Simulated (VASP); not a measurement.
Wanted: the native input for a VASP 6.6.1 run.

```
Task                   : single point
Functional             : PBE
Potentials or basis    : VASP PAW PBE potentials, release 64 (Ga_d, O)
Cutoff                 : 520 eV
k mesh                 : 18 × 18 × 10
Occupations            : gaussian, width 0.1 eV
Spin                   : collinear spin, ferromagnetic start
Starting moments       : [0.0, 1.06, 1.06, 1.06] μB
Dipole correction      : no
Further INCAR settings : ALGO = Normal; EDIFF = 1e-06; NBANDS = 28
```

The structure of GaO3 lies in POSCAR:

```
GaO3
1.0
    3.0598396709      0.0000000000      0.0000000000
   -1.5299198354      2.6498988865      0.0000000000
    0.0000000000      0.0000000000      5.4116768408
Ga O
1 3
Direct
    0.0000000000      0.0000000000      0.5000000000
    0.3333333333      0.6666666667      0.6783346362
    0.6666666667      0.3333333333      0.3216653638
    0.0000000000      0.0000000000      0.0000000000
```

The cell was built from a structure type or drawn by symmetry, and may not be a known phase.

These files were run (other wordings do the same):

INCAR

```
PREC     = Accurate       # precision mode
ENCUT    = 520            # plane-wave cutoff, eV
EDIFF    = 1E-6           # SCF threshold, eV
ISMEAR   = 0              # smearing method
SIGMA    = 0.1            # smearing width, eV
LREAL    = F              # projectors in reciprocal space
LASPH    = T              # aspherical terms in the spheres
NELM     = 150            # most SCF steps
ALGO     = Normal         # electronic algorithm
ISIF     = 2              # what is computed and relaxed
LWAVE    = F              # write WAVECAR
LCHARG   = T              # write CHGCAR
ISPIN    = 2              # spin polarisation
MAGMOM   = 0 1.06 1.06 1.06 # initial moments
LORBIT   = 11             # projections on sites
GGA      = PE             # functional
LELF     = T              # ELF
LVHAR    = T            
NBANDS   = 28             # bands
```

KPOINTS

```
regular mesh
0
Gamma
  18 18 10
```

Potentials or basis: VASP PAW PBE potentials, release 64 (Ga_d, O).

Command:

```console
$ cat potpaw_PBE.64/Ga_d/POTCAR potpaw_PBE.64/O/POTCAR > POTCAR
$ mpirun -np 1 vasp_std > vasp.out
```

It gave:

The pressure is 0.5 GPa, the largest force is 0.062 eV/Å and the band gap on the k mesh is zero (filled and empty bands overlap). The net moment is 3.00 μB per cell, the site moments are Ga +0.00; O +0.46, +1.67 (each value once) μB and the valence electrons inside the program's atomic spheres are Ga 11.60; O 4.93, 4.54 (each value once).

Run time: 22 min on 1 thread of Oxide Virtual Turin-like Processor, on a shared host, peak memory 0.57 GiB.
